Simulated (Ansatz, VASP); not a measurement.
# SiHC: VASP beside Ansatz

```
Si H C
1.0
     3.51879    0.00000    0.00000
     0.00000    3.51879    0.00000
     0.00000    0.00000    4.28037
Si H C
2 2 2
Direct
  0.50000 0.00000 0.50000
  0.00000 0.50000 0.00000
  0.00000 0.00000 0.75000
  0.00000 0.00000 0.25000
  0.50000 0.50000 0.00000
  0.50000 0.50000 0.50000
```

Change from the starting cell: species swapped into the HoCoC type (P4_2/mmc, No. 131).

Alike in both runs: functional PBE; k mesh 6 × 6 × 4; occupations gaussian, width 0.1 eV; no spin polarisation.

Ansatz relaxed the structure, and its values are those at the end. VASP's run is a single point on that final structure, the one shown.

|  | VASP | Ansatz |
| --- | --- | --- |
| version | VASP 6.6.1 | Ansatz 0.2.0 |
| potentials or method | VASP PAW PBE potentials, release 64 (Si, H, C), cutoff 520 eV | scalar-relativistic, plane waves, PAW |
| valence electrons in the cell | 18 | 18 |

```csv
,VASP,Ansatz,Ansatz less VASP
gap on the k mesh at the Fermi level (eV),none,none,-
pressure (GPa),0.0,0.1,+0.06
```

A gap of «none» marks a metal or a gap that the smearing closes.

The k mesh is coarse, so the values compare programs but aren't converged.
